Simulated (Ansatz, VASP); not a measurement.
**Al3Cu in VASP and in Ansatz**

```
Al Cu
1.0
     3.80973    0.00000    0.00000
     0.00000    3.80973    0.00000
     0.00000    0.00000    3.80973
Al Cu
3 1
Direct
  0.00000 0.50000 0.50000
  0.50000 0.00000 0.50000
  0.50000 0.50000 0.00000
  0.00000 0.00000 0.00000
```

Alike in both runs: task single point; functional r2SCAN; k mesh 12 × 12 × 12; occupations gaussian, width 0.1 eV; no spin polarisation.

```csv
,VASP,Ansatz
version,VASP 6.6.1,Ansatz 0.2.0
potentials or method,"VASP PAW PBE potentials, release 64 (Al, Cu), cutoff 520 eV","scalar-relativistic, plane waves, PAW"
valence electrons in the cell,20,28
```

|  | VASP | Ansatz | Ansatz less VASP |
| --- | --- | --- | --- |
| gap on the k mesh at the Fermi level (eV) | none | none | - |
| pressure (GPa) | 7.2 | 7.4 | +0.27 |

VASP's potentials were made for PBE, not for r2SCAN. A gap of «none» marks a metal or a gap that the smearing closes. With one functional, cell and mesh, what is left measures potentials, basis and numerics. VASP's potentials hold 20 valence electrons a cell and Ansatz's 28, so a difference there can come from the potentials and not from the codes.
